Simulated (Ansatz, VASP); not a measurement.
**TiPt5 in VASP and in Ansatz**

```xyz
6
Lattice="0.0000 3.6826 3.6826 3.6826 0.0000 3.6826 3.6826 3.6826 0.0000" Properties=species:S:1:pos:R:3 pbc="T T T"
Ti    0.0000    0.0000    0.0000
Pt    1.8413    1.8413    1.8413
Pt    4.6022    2.7630    2.7630
Pt    4.6022    4.6022    4.6022
Pt    2.7630    4.6022    2.7630
Pt    2.7630    2.7630    4.6022
```

Change from the starting cell: species swapped into the ZrCu5 type (F-43m, No. 216).

Alike in both runs: functional PBE; k mesh 4 × 4 × 4; occupations gaussian, width 0.1 eV; no spin polarisation.

Ansatz relaxed the structure, and its values are those at the end. VASP's run is a single point on that final structure, the one shown.

|  | VASP | Ansatz |
| --- | --- | --- |
| version | VASP 6.6.1 | Ansatz 0.2.0 |
| potentials or method | VASP PAW PBE potentials, release 64 (Ti_sv, Pt), cutoff 520 eV | scalar-relativistic, plane waves, PAW |
| valence electrons in the cell | 62 | 102 |

|  | VASP | Ansatz | Ansatz less VASP |
| --- | --- | --- | --- |
| gap on the k mesh at the Fermi level (eV) | none | none | - |
| pressure (GPa) | -0.6 | -0.2 | +0.42 |

A gap of «none» marks a metal or a gap that the smearing closes. With one functional, cell and mesh, what is left measures potentials, basis and numerics. VASP's potentials hold 62 valence electrons a cell and Ansatz's 102, so a difference there can come from the potentials and not from the codes.

The k mesh is coarse, so the values compare programs but aren't converged. Spin-orbit coupling is off throughout.
